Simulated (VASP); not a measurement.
# P (P6_3/mmc) in VASP: notebook

Runs on P. Level: PBEsol. Tasks: single point.

Everything below comes from runs of VASP 6.6.1. Logs are shortened: lines on timing, memory, paths and dates and some standing lists are left out, and cuts for length are marked.

**1. The cell of the first run**

Symmetry: P6_3/mmc, No. 194, hexagonal system. Conventional cell: a = 2.497 Å, b = 2.497 Å, c = 9.181 Å, α = 90.00°, β = 90.00°, γ = 120.00°. P (site symmetry -3m) has 12 P at 2.50 to 2.71 Å within 3.3 Å. P (site symmetry -6m2) has 12 P at 2.50 to 2.71 Å within 3.3 Å.

**2. Single point, PBEsol (volume scaled by 0.88)**

Contents of INCAR:

```
SYSTEM = P
ALGO     = Normal         ! electronic algorithm
EDIFF    = 1E-6           ! SCF threshold, eV
ENCUT    = 520            ! plane-wave cutoff, eV
GGA      = PS             ! functional
ISIF     = 2              ! what is computed and relaxed
ISMEAR   = -1             ! smearing method
LASPH    = .True.         ! aspherical terms in the spheres
LCHARG   = .True.         ! write CHGCAR
LELF     = .True.         ! ELF
LREAL    = .False.        ! projectors in reciprocal space
LVHAR    = .True.       
LWAVE    = .False.        ! write WAVECAR
NBANDS   = 18             ! bands
NELM     = 80             ! most SCF steps
PREC     = Accurate       ! precision mode
SIGMA    = 0.1            ! smearing width, eV
```

Contents of KPOINTS:

```
k-points
0
Gamma
  16 16 4
  0 0 0
```

Contents of POSCAR:

```
P
1.0
    2.4974483616      0.0000000000      0.0000000000
   -1.2487241808      2.1628537258      0.0000000000
    0.0000000000      0.0000000000      9.1810128379
P
4
Direct
    0.0000000000      1.0000000000      0.0000000000
    0.0000000000      0.0000000000      0.5000000000
    0.3333333333      0.6666666667      0.2500000000
    0.6666666667      0.3333333333      0.7500000000
```

Potentials or basis: VASP PAW PBE potentials, release 64 (P).

Run with:

```sh
> cat potpaw_PBE.64/P/POTCAR > POTCAR
> mpirun -np 1 vasp_std > vasp.out
```

OUTCAR:

```text
SYSTEM = P
   EDIFF = 1E-6
   ENCUT = 520
   GGA = PS
   ISIF = 2
   ISMEAR = -1
   LASPH = .True.
   LREAL = .False.
   NELM = 80
   PREC = Accurate

 ion  position               nearest neighbor table
   1  0.000  0.000  0.000-   3 2.71   4 2.71   4 2.71   3 2.71   4 2.71   3 2.71
   2  0.000  0.000  0.500-   3 2.71   4 2.71   4 2.71   3 2.71   4 2.71   3 2.71
   3  0.333  0.667  0.250-   1 2.71   2 2.71   1 2.71   2 2.71   1 2.71   2 2.71
   4  0.667  0.333  0.750-   1 2.71   2 2.71   1 2.71   2 2.71   1 2.71   2 2.71

  LATTYP: Found a hexagonal cell.
 ALAT       =     2.4974483616
 C/A-ratio  =     3.6761572247

  Lattice vectors:

 A1 = (   2.4974483616,   0.0000000000,   0.0000000000)
 A2 = (  -1.2487241808,   2.1628537258,   0.0000000000)
 A3 = (   0.0000000000,   0.0000000000,   9.1810128379)

Analysis of symmetry for initial positions (statically):
=====================================================================
 Subroutine PRICEL returns:
 Original cell was already a primitive cell.

 Routine SETGRP: Setting up the symmetry group for a
 hexagonal supercell.

 Subroutine GETGRP returns: Found 24 space group operations
 (whereof 12 operations were pure point group operations)
 out of a pool of 24 trial point group operations.

The static configuration has the point symmetry D_3d.
 The point group associated with its full space group is D_6h.

Analysis of symmetry for dynamics (positions and initial velocities):
=====================================================================
 Subroutine PRICEL returns:
 Original cell was already a primitive cell.

 Routine SETGRP: Setting up the symmetry group for a
 hexagonal supercell.

 Subroutine GETGRP returns: Found 24 space group operations
 (whereof 12 operations were pure point group operations)
 out of a pool of 24 trial point group operations.

The dynamic configuration has the point symmetry D_3d.
 The point group associated with its full space group is D_6h.

 Subroutine INISYM returns: Found 24 space group operations
 (whereof 12 operations are pure point group operations),
 and found     1 'primitive' translations

----------------------------------------------------------------------------------------

                                     Primitive cell

  volume of cell :      49.5923

[... 85 lines left out ...]
   ICHARG =      2    charge: 1-file 2-atom 10-const
   ISPIN  =      1    spin polarized calculation?
   LNONCOLLINEAR =      F non collinear calculations
   LSORBIT =      F    spin-orbit coupling
   LASPH  =      T    aspherical Exc in radial PAW
   ENCUT  =  520.0 eV  38.22 Ry    6.18 a.u.   4.64  4.64 17.07*2*pi/ulx,y,z
   NELM   =     80;   NELMIN=  2; NELMDL= -5     # of ELM steps
   EDIFF  = 0.1E-05   stopping-criterion for ELM
   LREAL  =      F    real-space projection
   EDIFFG = 0.1E-04   stopping-criterion for IOM
   NSW    =      0    number of steps for IOM
   IBRION =     -1    ionic relax: 0-MD 1-quasi-New 2-CG
   NFREE  =      0    steps in history (QN), initial steepest desc. (CG)
   ISIF   =      2    stress and relaxation
   ISYM   =      2    0-nonsym 1-usesym 2-fastsym
   POTIM  = 0.5000    time-step for ionic-motion
   TEBEG  =    0.0;   TEEND  =   0.0 temperature during run
   PSTRESS=    0.0 pullay stress
   NELECT =      20.0000    total number of electrons
   NUPDOWN=      -1.0000    fix difference up-down
   EMIN   =  10.00;   EMAX   =-10.00  energy-range for DOS
   EFERMI =   0.00;   METHOD = LEGACY
   ISMEAR =    -1;   SIGMA  =   0.10  broadening in eV -4-tet -1-fermi 0-gaus
   EFERMI_NEDOS =   21; number of points for ismear=-14 and -15
   IALGO  =     38    algorithm
   IMIX   =      4    mixing-type and parameters
     AMIX     =   0.40;   BMIX     =  1.00
     AMIX_MAG =   1.60;   BMIX_MAG =  1.00
  volume/ion in A,a.u.               =      12.40        83.67
  Fermi-wavevector in a.u.,A,eV,Ry     =   1.209521  2.285663 19.904521  1.462941
  Thomas-Fermi vector in A             =   2.345096
   LORBIT       =      0    0 simple, 1 ext, 2 COOP (PROOUT), +10 PAW based schemes
   GGA     = PS    functional components
   LHFCALC =     F    Hartree Fock is set to
   AEXX    =    0.0000 exact exchange contribution
   IVDW    =     0    specifies the selected vdW correction
   LEPSILON=     F    determine dielectric tensor
   LRPA    =     F    only Hartree local field effects (RPA)
 non-spin polarized calculation
  energy-cutoff  :      520.00
  volume of cell :       49.59
 maximum number of plane-waves:      1366
 NGX is ok and might be reduce to    20
   NGX =  9   NGY =  9   NGZ = 35

 number of electron      20.0000002 magnetization

 Free energy of the ion-electron system (eV)
  ---------------------------------------------------
  ext. energy  EPLUGINS =         0.00000000
  ---------------------------------------------------
  free energy    TOTEN  =       -20.05773966 eV

  energy without entropy =      -19.99887472  energy(sigma->0) =      -20.02830719

 E-fermi :  12.1188     XC(G=0): -12.2324

 val. band max:       12.1071070524   @ k =   0.3750   0.2500   0.2500
 cond. band min:      12.1450645106   @ k =   0.3125   0.0000   0.2500
 fundamental gap:      0.0379574581
 Fermi energy:        12.1188319666

 k-point     1 :       0.0000    0.0000    0.0000
  band No.  band energies     occupation
      1      -6.0000      2.00000
      2      -4.3793      2.00000
      3      -4.3642      2.00000
      4      -0.7513      2.00000
      5       2.3970      2.00000
      6       9.0424      2.00000
[... 481 lines left out ...]
      5       6.5083      2.00000
      6       7.5465      2.00000
[... 10 lines left out ...]
     17      18.5560      0.00000
     18      21.9623      0.00000

 [... further k-points ...]
[... 5 lines left out ...]
  --------------------------------------------------------------------------------------
  -------------------------------------------------------------------------------------
  Total        5.5853268      5.5853268      4.4781022      0.0000000     -0.0000000      0.0000000
  in kB      180.4450227    180.4450227    144.6739459      0.0000000     -0.0000000      0.0000000
  external PRESSURE =     168.5213304 kB  Pullay stress =       0.0000000 kB

 VOLUME and BASIS-vectors are now :
 -----------------------------------------------------------------------------
  energy-cutoff  :      520.00
  volume of cell :       49.59
      direct lattice vectors                 reciprocal lattice vectors
     2.497448362  0.000000000  0.000000000     0.400408679  0.231176059  0.000000000
    -1.248724181  2.162853726  0.000000000     0.000000000  0.462352118  0.000000000
     0.000000000  0.000000000  9.181012838     0.000000000  0.000000000  0.108920445

 POSITION                                       TOTAL-FORCE (eV/Angst)
 -----------------------------------------------------------------------------------
      0.00000      0.00000      0.00000        -0.000000     -0.000000     -0.000000
      0.00000      0.00000      4.59051        -0.000000     -0.000000     -0.000000
     -0.00000      1.44190      2.29525         0.000000     -0.000000     -0.000000
      1.24872      0.72095      6.88576         0.000000      0.000000      0.000000
 -----------------------------------------------------------------------------------
    total drift:                                0.000000      0.000000     -0.000000

  FREE ENERGIE OF THE ION-ELECTRON SYSTEM (eV)
  ---------------------------------------------------
  free  energy   TOTEN  =       -20.0577396604 eV

  energy  without entropy=      -19.9988747170  energy(sigma->0) =      -20.02830719
```

Wall time 47 s (1 thread of Intel Xeon Platinum 8488C (Sapphire Rapids), shared host); peak memory 0.19 GiB.

What came out:

* Free energy: -20.0577 eV
* Pressure: 16.9 GPa
* Band gap on the k mesh: zero (band 10 reaches 20.19 eV, above the bottom of band 11 at 8.21 eV)

Stress tensor (GPa, compression positive):
```
18.04  0.00  0.00
 0.00 18.04  0.00
 0.00  0.00 14.47
```

Levels at points of the mesh, in eV from the Fermi level:
| k point | band 7 | band 8 | band 9 | band 10 | band 11 | band 12 | band 13 | band 14 |
| --- | --- | --- | --- | --- | --- | --- | --- | --- |
| (0.00, 0.00, 0.00) | -3.06 | 5.62 | 7.87 | 7.87 | 8.48 | 8.48 | 8.69 | 8.69 |
| (0.50, 0.00, 0.00) | -5.56 | -5.52 | -3.00 | -2.01 | 2.28 | 2.39 | 3.02 | 3.70 |
| (0.00, 0.00, 0.50) | 1.76 | 1.76 | 8.07 | 8.07 | 8.07 | 8.07 | 9.18 | 9.18 |
| (0.50, 0.00, 0.50) | -6.98 | -6.98 | -0.96 | -0.96 | 0.65 | 0.65 | 2.73 | 2.73 |

Caveat: the PAW data sets were made with another functional, which shifts forces and pressure a little.

**3. Single point, PBEsol (volume scaled by 0.92)**

Contents of INCAR:

```
SYSTEM = P
  PREC = Accurate
  ENCUT = 520
  EDIFF = 1E-6
  ISMEAR = -1
  SIGMA = 0.1
  LREAL = .False.
  LASPH = .True.
  NELM = 100
  ALGO = Normal
  ISIF = 2
  LWAVE = .False.
  LCHARG = .False.
  GGA = PS
  NBANDS = 18
```

Contents of KPOINTS:

```
regular mesh
0
Gamma
  16 16 4
  0 0 0
```

Contents of POSCAR:

```
P
1.0
    2.5347292066      0.0000000000      0.0000000000
   -1.2673646033      2.1951398847      0.0000000000
    0.0000000000      0.0000000000      9.3180630856
P
4
Direct
    0.0000000000      1.0000000000      0.0000000000
    0.0000000000      0.0000000000      0.5000000000
    0.3333333333      0.6666666667      0.2500000000
    0.6666666667      0.3333333333      0.7500000000
```

Potentials or basis: VASP PAW PBE potentials, release 64 (P).

Run with:

```sh
> cat potpaw_PBE.64/P/POTCAR > POTCAR
> mpirun -np 1 vasp_std > vasp.out
```

OUTCAR:

```text
SYSTEM = P
   PREC = Accurate
   ENCUT = 520
   EDIFF = 1E-6
   ISMEAR = -1
   LREAL = .False.
   LASPH = .True.
   NELM = 100
   ISIF = 2
   GGA = PS

 ion  position               nearest neighbor table
   1  0.000  0.000  0.000-   3 2.75   4 2.75   4 2.75   3 2.75   4 2.75   3 2.75
   2  0.000  0.000  0.500-   3 2.75   4 2.75   4 2.75   3 2.75   4 2.75   3 2.75
   3  0.333  0.667  0.250-   1 2.75   2 2.75   1 2.75   2 2.75   1 2.75   2 2.75
   4  0.667  0.333  0.750-   1 2.75   2 2.75   1 2.75   2 2.75   1 2.75   2 2.75

  LATTYP: Found a hexagonal cell.
 ALAT       =     2.5347292066
 C/A-ratio  =     3.6761572247

  Lattice vectors:

 A1 = (   2.5347292066,   0.0000000000,   0.0000000000)
 A2 = (  -1.2673646033,   2.1951398847,   0.0000000000)
 A3 = (   0.0000000000,   0.0000000000,   9.3180630856)

Analysis of symmetry for initial positions (statically):
=====================================================================
 Subroutine PRICEL returns:
 Original cell was already a primitive cell.

 Routine SETGRP: Setting up the symmetry group for a
 hexagonal supercell.

 Subroutine GETGRP returns: Found 24 space group operations
 (whereof 12 operations were pure point group operations)
[... 166 lines left out ...]
  free energy    TOTEN  =       -20.24657286 eV

  energy without entropy =      -20.18576372  energy(sigma->0) =      -20.21616829

 E-fermi :  11.4081     XC(G=0): -12.0357

 val. band max:       11.3970828165   @ k =   0.3750   0.0625   0.0000
 cond. band min:      11.4130510659   @ k =   0.1250   0.0625   0.2500
 fundamental gap:      0.0159682495
 Fermi energy:        11.4081242308

 k-point     1 :       0.0000    0.0000    0.0000
  band No.  band energies     occupation
      1      -6.1908      2.00000
      2      -4.6295      2.00000
      3      -4.6125      2.00000
      4      -1.2041      2.00000
      5       2.1128      2.00000
      6       8.4587      2.00000
[... 481 lines left out ...]
      5       6.0879      2.00000
      6       6.9675      2.00000
[... 10 lines left out ...]
     17      17.8743      0.00000
     18      21.0785      0.00000

 [... further k-points ...]
[... 5 lines left out ...]
  --------------------------------------------------------------------------------------
  -------------------------------------------------------------------------------------
  Total        3.5325825      3.5325825      2.7388750     -0.0000000     -0.0000000      0.0000000
  in kB      109.1650156    109.1650156     84.6376067     -0.0000000     -0.0000000      0.0000000
  external PRESSURE =     100.9892127 kB  Pullay stress =       0.0000000 kB

 VOLUME and BASIS-vectors are now :
 -----------------------------------------------------------------------------
  energy-cutoff  :      520.00
  volume of cell :       51.85
      direct lattice vectors                 reciprocal lattice vectors
     2.534729207  0.000000000  0.000000000     0.394519461  0.227775917  0.000000000
    -1.267364603  2.195139885  0.000000000     0.000000000  0.455551834  0.000000000
     0.000000000  0.000000000  9.318063086     0.000000000  0.000000000  0.107318441

 POSITION                                       TOTAL-FORCE (eV/Angst)
 -----------------------------------------------------------------------------------
      0.00000      0.00000      0.00000         0.000000      0.000000      0.000000
      0.00000      0.00000      4.65903         0.000000      0.000000      0.000000
     -0.00000      1.46343      2.32952        -0.000000     -0.000000     -0.000000
      1.26736      0.73171      6.98855         0.000000      0.000000     -0.000000
 -----------------------------------------------------------------------------------
    total drift:                                0.000000      0.000000      0.000000

  FREE ENERGIE OF THE ION-ELECTRON SYSTEM (eV)
  ---------------------------------------------------
  free  energy   TOTEN  =       -20.2465728552 eV

  energy  without entropy=      -20.1857637230  energy(sigma->0) =      -20.21616829
```

OSZICAR:

```text
N       E                     dE             d eps       ncg     rms          rms(c)
DAV:   1     0.471564983306E+02    0.47156E+02   -0.88957E+03  3240   0.976E+02
DAV:   2    -0.175750643604E+02   -0.64732E+02   -0.61625E+02  4448   0.155E+02
DAV:   3    -0.202775999352E+02   -0.27025E+01   -0.26621E+01  4194   0.285E+01
DAV:   4    -0.202975671024E+02   -0.19967E-01   -0.19923E-01  4006   0.301E+00
DAV:   5    -0.202977026605E+02   -0.13556E-03   -0.13554E-03  4018   0.233E-01    0.102E+01
DAV:   6    -0.202618346243E+02    0.35868E-01   -0.19401E-02  3908   0.672E-01    0.592E+00
DAV:   7    -0.202466570300E+02    0.15178E-01   -0.33772E-02  3558   0.884E-01    0.217E-01
DAV:   8    -0.202465921323E+02    0.64898E-04   -0.10081E-03  3834   0.191E-01    0.104E-01
DAV:   9    -0.202465720199E+02    0.20112E-04   -0.12831E-04  3992   0.613E-02    0.198E-02
DAV:  10    -0.202465728552E+02   -0.83533E-06   -0.75388E-06  3774   0.145E-02
   1 F= -.20246573E+02 E0= -.20216168E+02  d E =-.608091E-01
```

Run time: 45 s. Hardware: 1 thread of Intel Xeon Platinum 8488C (Sapphire Rapids), shared host; peak memory 0.2 GiB.

What came out:

```
Free energy            : -20.2466 eV
Pressure               : 10.1 GPa
Band gap on the k mesh : zero (band 10 reaches 19.06 eV, above the bottom of band 11 at 7.61 eV)
```

Stress tensor (GPa, compression positive):
```
10.92  0.00  0.00
 0.00 10.92  0.00
 0.00  0.00  8.46
```

Levels at points of the mesh, in eV from the Fermi level:
| k point | band 8 | band 9 | band 10 | band 11 | band 12 | band 13 |
| --- | --- | --- | --- | --- | --- | --- |
| (0.00, 0.00, 0.00) | 5.32 | 7.46 | 7.46 | 8.06 | 8.06 | 8.23 |
| (0.50, 0.00, 0.00) | -5.41 | -2.81 | -1.84 | 2.13 | 2.28 | 2.90 |
| (0.00, 0.00, 0.50) | 1.71 | 7.65 | 7.65 | 7.65 | 7.65 | 8.72 |
| (0.50, 0.00, 0.50) | -6.77 | -0.92 | -0.92 | 0.70 | 0.70 | 2.60 |

Caveat: the PAW data sets were made with another functional, which shifts forces and pressure a little.

[end of part 1 of 2]
